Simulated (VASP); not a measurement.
# BiTe (Fm-3m) in VASP: a series of runs

BiTe is run at these levels: PBEsol+D3(BJ), PBEsol+D4, PBEsol; tasks: single point.

All numbers are computed with VASP 6.6.1; they aren't measurements. Logs are shortened: lines on timing, memory, paths and dates and some standing lists are left out, and cuts for length are marked.

### 1 The cell of the first run

Symmetry: Fm-3m, No. 225, cubic system. Conventional cell: a = 6.323 Å, b = 6.323 Å, c = 6.323 Å, α = 90.00°, β = 90.00°, γ = 90.00°. Bi (site symmetry m-3m) has 6 Te at 3.16 Å within 4.2 Å. Te (site symmetry m-3m) has 6 Bi at 3.16 Å within 4.2 Å.

### 2 Single point, PBEsol+D3(BJ)

INCAR

```
ALGO = Normal ; EDIFF = 1E-7
ENCUT = 520 ; GGA = PS
ISIF = 2 ; ISMEAR = -1
IVDW = 12 ; LASPH = True
LCHARG = False ; LREAL = False
LWAVE = False ; NBANDS = 18
NELM = 60 ; PREC = Accurate
SIGMA = 0.05
```

KPOINTS

```
k-points
0
Gamma
  7 7 7
```

POSCAR

```
BiTe
1.0
    0.0000000000      3.1615205778      3.1615205778
    3.1615205778      0.0000000000      3.1615205778
    3.1615205778      3.1615205778      0.0000000000
Bi Te
1 1
Direct
    0.0000000000      0.0000000000      0.0000000000
    0.5000000000      0.5000000000      0.5000000000
```

Potentials or basis: VASP PAW PBE potentials, release 64 (Bi_d, Te).

Command:

```console
$ cat potpaw_PBE.64/Bi_d/POTCAR potpaw_PBE.64/Te/POTCAR > POTCAR
$ mpirun -np 1 vasp_std > vasp.out
```

OUTCAR:

```text
EDIFF = 1E-7
   ENCUT = 520
   GGA = PS
   ISIF = 2
   ISMEAR = -1
   IVDW = 12
   LASPH = True
   LREAL = False
   NELM = 60
   PREC = Accurate
 IVDW          = 12

 ion  position               nearest neighbor table
   1  0.000  0.000  0.000-   2 3.16   2 3.16   2 3.16   2 3.16   2 3.16   2 3.16
   2  0.500  0.500  0.500-   1 3.16   1 3.16   1 3.16   1 3.16   1 3.16   1 3.16

  LATTYP: Found a face centered cubic cell.
 ALAT       =     6.3230411556

  Lattice vectors:

 A1 = (   0.0000000000,   3.1615205778,   3.1615205778)
 A2 = (   3.1615205778,   0.0000000000,   3.1615205778)
 A3 = (   3.1615205778,   3.1615205778,   0.0000000000)

Analysis of symmetry for initial positions (statically):
=====================================================================
 Subroutine PRICEL returns:
 Original cell was already a primitive cell.

 Routine SETGRP: Setting up the symmetry group for a
 face centered cubic supercell.

 Subroutine GETGRP returns: Found 48 space group operations
 (whereof 48 operations were pure point group operations)
 out of a pool of 48 trial point group operations.

The static configuration has the point symmetry O_h .

Analysis of symmetry for dynamics (positions and initial velocities):
=====================================================================
 Subroutine PRICEL returns:
 Original cell was already a primitive cell.

 Routine SETGRP: Setting up the symmetry group for a
 face centered cubic supercell.

 Subroutine GETGRP returns: Found 48 space group operations
 (whereof 48 operations were pure point group operations)
 out of a pool of 48 trial point group operations.

The dynamic configuration has the point symmetry O_h .

 Subroutine INISYM returns: Found 48 space group operations
 (whereof 48 operations are pure point group operations),
 and found     1 'primitive' translations

----------------------------------------------------------------------------------------

                                     Primitive cell

  volume of cell :      63.2001

  direct lattice vectors                    reciprocal lattice vectors
     0.000000000  3.161520578  3.161520578    -0.158151746  0.158151746  0.158151746
     3.161520578  0.000000000  3.161520578     0.158151746 -0.158151746  0.158151746
     3.161520578  3.161520578  0.000000000     0.158151746  0.158151746 -0.158151746

  length of vectors
     4.471065279  4.471065279  4.471065279     0.273926860  0.273926860  0.273926860

  position of ions in fractional coordinates (direct lattice)
     0.000000000  0.000000000  0.000000000
     0.500000000  0.500000000  0.500000000

  ion indices of the primitive-cell ions
   primitive index   ion index
                 1           1
                 2           2

----------------------------------------------------------------------------------------

 KPOINTS: k-points

Automatic generation of k-mesh.
 Grid dimensions read from file:
 generate k-points for:    7    7    7

 Generating k-lattice:

  Cartesian coordinates                     Fractional coordinates (reciprocal lattice)
    -0.022593107  0.022593107  0.022593107     0.142857143  0.000000000  0.000000000
     0.022593107 -0.022593107  0.022593107     0.000000000  0.142857143  0.000000000
     0.022593107  0.022593107 -0.022593107     0.000000000  0.000000000  0.142857143

  Length of vectors
     0.039132409  0.039132409  0.039132409

  Shift w.r.t. Gamma in fractional coordinates (k-lattice)
     0.000000000  0.000000000  0.000000000

 Subroutine IBZKPT returns following result:
 ===========================================

 Found     20 irreducible k-points:

 Following reciprocal coordinates:
            Coordinates               Weight
  0.000000  0.000000  0.000000      1.000000
  0.142857  0.000000  0.000000      8.000000
  0.285714  0.000000  0.000000      8.000000
  0.428571  0.000000  0.000000      8.000000
  0.142857  0.142857  0.000000      6.000000
  0.285714  0.142857  0.000000     24.000000
[... 12 lines left out ...]
 -0.428571  0.428571  0.142857     24.000000
 -0.285714  0.428571  0.142857     24.000000
   k-points           NKPTS =     20   k-points in BZ     NKDIM =     20   number of bands    NBANDS=     18
   number of dos      NEDOS =    301   number of ions     NIONS =      2
   total plane-waves  NPLWV =  46656
   dimension x,y,z NGX =    36 NGY =   36 NGZ =   36
   dimension x,y,z NGXF=    72 NGYF=   72 NGZF=   72
   ions per type =               1   1
   NGX,Y,Z   is equivalent  to a cutoff of  13.39, 13.39, 13.39 a.u.
   NGXF,Y,Z  is equivalent  to a cutoff of  26.77, 26.77, 26.77 a.u.
 SYSTEM =  unknown system
   PREC   = accura    normal or accurate (medium, high low for compatibility)
   ISTART =      0    job   : 0-new  1-cont  2-samecut
   ICHARG =      2    charge: 1-file 2-atom 10-const
   ISPIN  =      1    spin polarized calculation?
   LNONCOLLINEAR =      F non collinear calculations
   LSORBIT =      F    spin-orbit coupling
   LASPH  =      T    aspherical Exc in radial PAW
   ENCUT  =  520.0 eV  38.22 Ry    6.18 a.u.   8.31  8.31  8.31*2*pi/ulx,y,z
   NELM   =     60;   NELMIN=  2; NELMDL= -5     # of ELM steps
   EDIFF  = 0.1E-06   stopping-criterion for ELM
   LREAL  =      F    real-space projection
   EDIFFG = 0.1E-05   stopping-criterion for IOM
   NSW    =      0    number of steps for IOM
   IBRION =     -1    ionic relax: 0-MD 1-quasi-New 2-CG
   NFREE  =      0    steps in history (QN), initial steepest desc. (CG)
   ISIF   =      2    stress and relaxation
   ISYM   =      2    0-nonsym 1-usesym 2-fastsym
   POTIM  = 0.5000    time-step for ionic-motion
   TEBEG  =    0.0;   TEEND  =   0.0 temperature during run
   PSTRESS=    0.0 pullay stress
   NELECT =      21.0000    total number of electrons
   NUPDOWN=      -1.0000    fix difference up-down
   EMIN   =  10.00;   EMAX   =-10.00  energy-range for DOS
   EFERMI =   0.00;   METHOD = LEGACY
   ISMEAR =    -1;   SIGMA  =   0.05  broadening in eV -4-tet -1-fermi 0-gaus
   EFERMI_NEDOS =   21; number of points for ismear=-14 and -15
   IALGO  =     38    algorithm
   IMIX   =      4    mixing-type and parameters
     AMIX     =   0.40;   BMIX     =  1.00
     AMIX_MAG =   1.60;   BMIX_MAG =  1.00
  volume/ion in A,a.u.               =      31.60       213.25
  Fermi-wavevector in a.u.,A,eV,Ry     =   1.133901  2.142763 17.493448  1.285732
  Thomas-Fermi vector in A             =   2.270605
   LORBIT       =      0    0 simple, 1 ext, 2 COOP (PROOUT), +10 PAW based schemes
   GGA     = PS    functional components
   LHFCALC =     F    Hartree Fock is set to
   AEXX    =    0.0000 exact exchange contribution
   IVDW    =    12    specifies the selected vdW correction
   LEPSILON=     F    determine dielectric tensor
   LRPA    =     F    only Hartree local field effects (RPA)
 non-spin polarized calculation
  energy-cutoff  :      520.00
  volume of cell :       63.20
 maximum number of plane-waves:      1721
 NGX is ok and might be reduce to    36
   NGX = 17   NGY = 17   NGZ = 17

 number of electron      21.0000001 magnetization

 Free energy of the ion-electron system (eV)
  ---------------------------------------------------
  ext. energy  EPLUGINS =         0.00000000
  ---------------------------------------------------
  free energy    TOTEN  =        -7.95287135 eV

  energy without entropy =       -7.93112675  energy(sigma->0) =       -7.94199905

 E-fermi :   7.3999     XC(G=0):  -9.8995

 val. band max:        7.3815941680   @ k =   0.1429   0.1429   0.0000
 cond. band min:       7.3999945226   @ k =   0.2857   0.1429   0.0000
 fundamental gap:      0.0184003547
 Fermi energy:         7.3999019318

 k-point     1 :       0.0000    0.0000    0.0000
  band No.  band energies     occupation
      1     -15.7436      2.00000
      2     -15.7436      2.00000
      3     -15.7350      2.00000
      4     -15.7350      2.00000
      5     -15.7350      2.00000
      6      -6.6797      2.00000
[... 10 lines left out ...]
     17      13.6017      0.00000
     18      13.6875      0.00000

 k-point     2 :       0.1429    0.0000    0.0000
  band No.  band energies     occupation
      1     -15.7447      2.00000
      2     -15.7447      2.00000
      3     -15.7346      2.00000
      4     -15.7335      2.00000
      5     -15.7335      2.00000
      6      -6.4804      2.00000
[... 10 lines left out ...]
     17      14.8653      0.00000
     18      15.0582      0.00000

 k-point     3 :       0.2857    0.0000    0.0000
  band No.  band energies     occupation
      1     -15.7474      2.00000
      2     -15.7474      2.00000
      3     -15.7336      2.00000
      4     -15.7295      2.00000
      5     -15.7295      2.00000
      6      -5.8922      2.00000
[... 10 lines left out ...]
     17      16.9493      0.00000
     18      17.3780      0.00000

 k-point     4 :       0.4286    0.0000    0.0000
  band No.  band energies     occupation
      1     -15.7498      2.00000
      2     -15.7498      2.00000
      3     -15.7328      2.00000
      4     -15.7262      2.00000
      5     -15.7262      2.00000
      6      -4.9579      2.00000
[... 291 lines left out ...]
      4     -15.7278      2.00000
      5     -15.7237      2.00000
      6      -4.6086      2.00000
[... 10 lines left out ...]
     17      16.6303      0.00000
     18      18.0391      0.00000

 k-point    19 :      -0.4286    0.4286    0.1429
  band No.  band energies     occupation
      1     -15.7602      2.00000
      2     -15.7410      2.00000
      3     -15.7363      2.00000
      4     -15.7245      2.00000
      5     -15.7212      2.00000
      6      -4.5922      2.00000
[... 10 lines left out ...]
     17      17.3716      0.00000
     18      17.9364      0.00000

 k-point    20 :      -0.2857    0.4286    0.1429
  band No.  band energies     occupation
      1     -15.7577      2.00000
      2     -15.7437      2.00000
      3     -15.7321      2.00000
      4     -15.7283      2.00000
      5     -15.7213      2.00000
      6      -4.1386      2.00000
[... 10 lines left out ...]
     17      16.9966      0.00000
     18      17.9561      0.00000

------------------------ aborting loop because EDIFF is reached ----------------------------------------

 Edisp (eV)   -0.95358

 E8    (eV) :    -0.6657

  FORCE on cell =-STRESS in cart. coord.  units (eV):
  Direction    XX          YY          ZZ          XY          YZ          ZX
  --------------------------------------------------------------------------------------
  -------------------------------------------------------------------------------------
  Total      -0.10715    -0.10715    -0.10715     0.00000     0.00000     0.00000
  in kB      -2.71640    -2.71640    -2.71640     0.00000     0.00000     0.00000
  external pressure =       -2.72 kB  Pullay stress =        0.00 kB

 VOLUME and BASIS-vectors are now :
 -----------------------------------------------------------------------------
  energy-cutoff  :      520.00
  volume of cell :       63.20
      direct lattice vectors                 reciprocal lattice vectors
     0.000000000  3.161520578  3.161520578    -0.158151746  0.158151746  0.158151746
     3.161520578  0.000000000  3.161520578     0.158151746 -0.158151746  0.158151746
     3.161520578  3.161520578  0.000000000     0.158151746  0.158151746 -0.158151746

 POSITION                                       TOTAL-FORCE (eV/Angst)
 -----------------------------------------------------------------------------------
      0.00000      0.00000      0.00000         0.000000      0.000000      0.000000
      3.16152      3.16152      3.16152        -0.000000     -0.000000     -0.000000
 -----------------------------------------------------------------------------------
    total drift:                               -0.000000      0.000000      0.000000

  FREE ENERGIE OF THE ION-ELECTRON SYSTEM (eV)
  ---------------------------------------------------
  free  energy   TOTEN  =        -8.9064478981 eV

  energy  without entropy=       -8.8847032960  energy(sigma->0) =       -8.89557560
```

Run time: 34 s. Hardware: 1 thread of AMD EPYC 7R43 (Zen 3), shared host; peak memory 0.18 GiB.

Results:

| Quantity | Value |
| --- | --- |
| Free energy | -8.9064 eV |
| Pressure | -0.3 GPa |
| Dispersion energy per atom | -0.477 eV |

Caveat: three body term missing; the PAW data sets were made with another functional, which shifts forces and pressure a little; spin-orbit coupling is left out, which moves the levels of the heavy elements; pairwise dispersion overbinds metals, which lowers pressure and volume.

### 3 Single point, PBEsol+D4

This run uses another cell than the first one, of 32.01 Å³/atom, 1.013 times its volume.

INCAR

```
PREC = Accurate
ENCUT = 520
EDIFF = 1E-6
ISMEAR = -1
SIGMA = 0.05
LREAL = False
LASPH = True
NELM = 100
ALGO = Normal
ISIF = 2
LWAVE = False
LCHARG = True
GGA = PS
IVDW = 13
LELF = True
LVHAR = True
NBANDS = 18
```

KPOINTS

```
Automatic mesh
0
Gamma
  7 7 7
```

POSCAR

```
BiTe
1.0
    0.0000000000      3.1751698949      3.1751698949
    3.1751698949      0.0000000000      3.1751698949
    3.1751698949      3.1751698949      0.0000000000
Bi Te
1 1
Direct
    0.0000000000      0.0000000000      0.0000000000
    0.5000000000      0.5000000000      0.5000000000
```

Potentials or basis: VASP PAW PBE potentials, release 64 (Bi_d, Te).

Command:

```console
$ cat potpaw_PBE.64/Bi_d/POTCAR potpaw_PBE.64/Te/POTCAR > POTCAR
$ mpirun -np 1 vasp_std > vasp.out
```

OUTCAR:

```text
PREC = Accurate
   ENCUT = 520
   EDIFF = 1E-6
   ISMEAR = -1
   LREAL = False
   LASPH = True
   NELM = 100
   ISIF = 2
   GGA = PS
   IVDW = 13

 ion  position               nearest neighbor table
   1  0.000  0.000  0.000-   2 3.18   2 3.18   2 3.18   2 3.18   2 3.18   2 3.18
   2  0.500  0.500  0.500-   1 3.18   1 3.18   1 3.18   1 3.18   1 3.18   1 3.18

  LATTYP: Found a face centered cubic cell.
 ALAT       =     6.3503397898

  Lattice vectors:

 A1 = (   0.0000000000,   3.1751698949,   3.1751698949)
 A2 = (   3.1751698949,   0.0000000000,   3.1751698949)
[... 599 lines left out ...]

  DFT-D4 for vdW energy calculation

  Edisp (eV):   -0.59864

  FORCE on cell =-STRESS in cart. coord.  units (eV):
  Direction    XX          YY          ZZ          XY          YZ          ZX
  --------------------------------------------------------------------------------------
  -------------------------------------------------------------------------------------
  Total      -0.00632    -0.00632    -0.00632    -0.00000     0.00000    -0.00000
  in kB      -0.15810    -0.15810    -0.15810    -0.00000     0.00000    -0.00000
  external pressure =       -0.16 kB  Pullay stress =        0.00 kB

 VOLUME and BASIS-vectors are now :
 -----------------------------------------------------------------------------
  energy-cutoff  :      520.00
  volume of cell :       64.02
      direct lattice vectors                 reciprocal lattice vectors
     0.000000000  3.175169895  3.175169895    -0.157471889  0.157471889  0.157471889
     3.175169895  0.000000000  3.175169895     0.157471889 -0.157471889  0.157471889
     3.175169895  3.175169895  0.000000000     0.157471889  0.157471889 -0.157471889

 POSITION                                       TOTAL-FORCE (eV/Angst)
 -----------------------------------------------------------------------------------
      0.00000      0.00000      0.00000         0.000000     -0.000000      0.000000
      3.17517      3.17517      3.17517        -0.000000      0.000000     -0.000000
 -----------------------------------------------------------------------------------
    total drift:                               -0.000000      0.000000      0.000000

  FREE ENERGIE OF THE ION-ELECTRON SYSTEM (eV)
  ---------------------------------------------------
  free  energy   TOTEN  =        -8.5607931269 eV

  energy  without entropy=       -8.5389126479  energy(sigma->0) =       -8.54985289
```

OSZICAR:

```text
N       E                     dE             d eps       ncg     rms          rms(c)
DAV:   1     0.161254058592E+03    0.16125E+03   -0.99306E+03   720   0.114E+03
DAV:   2     0.455726613000E+01   -0.15670E+03   -0.15243E+03   744   0.308E+02
DAV:   3    -0.765245238557E+01   -0.12210E+02   -0.12097E+02   934   0.909E+01
DAV:   4    -0.797300890088E+01   -0.32056E+00   -0.31535E+00   866   0.155E+01
DAV:   5    -0.798563022052E+01   -0.12621E-01   -0.12618E-01  1052   0.294E+00    0.715E+00
DAV:   6    -0.796247581251E+01    0.23154E-01   -0.61321E-02  1004   0.176E+00    0.439E+00
DAV:   7    -0.796273393092E+01   -0.25812E-03   -0.21454E-02   888   0.873E-01    0.349E-01
DAV:   8    -0.796210127930E+01    0.63265E-03   -0.41610E-03   930   0.472E-01    0.107E-01
DAV:   9    -0.796215534838E+01   -0.54069E-04   -0.37355E-04   802   0.114E-01    0.414E-02
DAV:  10    -0.796215574750E+01   -0.39912E-06   -0.12574E-05  1010   0.193E-02    0.276E-02
DAV:  11    -0.796215425931E+01    0.14882E-05   -0.11693E-06   682   0.620E-03    0.131E-02
DAV:  12    -0.796215426136E+01   -0.20559E-08   -0.25311E-07   416   0.418E-03
   1 F= -.85607931E+01 E0= -.85498529E+01  d E =-.218805E-01
```

Run time: 46 s. Hardware: 1 thread of AMD EPYC 7R43 (Zen 3), shared host; peak memory 0.16 GiB.

Results:

| Item | Value |
| --- | --- |
| Free energy | -8.5608 eV |
| Pressure | 0.0 GPa |
| Dispersion energy per atom | -0.299 eV |

Caveat: the PAW data sets were made with another functional, which shifts forces and pressure a little; spin-orbit coupling is left out, which moves the levels of the heavy elements; pairwise dispersion overbinds metals, which lowers pressure and volume.

### 4 Single point, PBEsol

This run uses another cell than the first one, of 32.84 Å³/atom, 1.039 times its volume.

INCAR

```
SYSTEM = BiTe
PREC = Accurate
ENCUT = 520
EDIFF = 1E-7
ISMEAR = -1
SIGMA = 0.05
LREAL = .False.
LASPH = .True.
NELM = 80
ALGO = Normal
ISIF = 2
LWAVE = .False.
LCHARG = .True.
GGA = PS
LELF = .True.
LVHAR = .True.
NBANDS = 18
```

KPOINTS

```
Automatic mesh
0
Gamma
  7 7 7
  0 0 0
```

POSCAR

```
BiTe
1.0
    0.0000000000      3.2023158937      3.2023158937
    3.2023158937      0.0000000000      3.2023158937
    3.2023158937      3.2023158937      0.0000000000
Bi Te
1 1
Direct
    0.0000000000      0.0000000000      0.0000000000
    0.5000000000      0.5000000000      0.5000000000
```

Command:

```console
$ cat potpaw_PBE.64/Bi_d/POTCAR potpaw_PBE.64/Te/POTCAR > POTCAR
$ mpirun -np 1 vasp_std > vasp.out
```

Run time: 43 s. Hardware: 1 thread of AMD EPYC 7R43 (Zen 3), shared host; peak memory 0.16 GiB.

Results (log left out):

```yaml
Free_energy: -7.9692 eV
Pressure: -0.1 GPa
```

Levels at points of the mesh, in eV from the Fermi level:
```
           k point  band 6  band 7  band 8  band 9  band 10  band 11  band 12  band 13  band 14  band 15
(0.00, 0.00, 0.00)  -13.78   -8.06   -2.64   -2.64    -2.64     2.18     2.18     2.18     4.56     4.56
```

Caveat: the PAW data sets were made with another functional, which shifts forces and pressure a little; spin-orbit coupling is left out, which moves the levels of the heavy elements.

### 5 Overview

| level | cell | gap on the mesh (eV) | pressure (GPa) |
| --- | --- | --- | --- |
| PBEsol+D3(BJ) | a = 4.471 Å, angles 60.0°, 2 atoms | none | -0.3 |
| PBEsol+D4 | a = 4.490 Å, angles 60.0°, 2 atoms | none | 0.0 |
| PBEsol | a = 4.529 Å, angles 60.0°, 2 atoms | none | -0.1 |

Alike in all rows: task single point; potentials or basis VASP PAW PBE potentials, release 64 (Bi_d, Te); no spin polarisation; k mesh 7 × 7 × 7; cutoff (eV) 520; smearing fermi-dirac 0.05 eV.

Caveats: the PAW data sets were made with another functional, which shifts forces and pressure a little; spin-orbit coupling is left out, which moves the levels of the heavy elements; pairwise dispersion overbinds metals, which lowers pressure and volume (some runs); three body term missing (some runs).

Absolute energies hang on the potentials; compare differences alone.
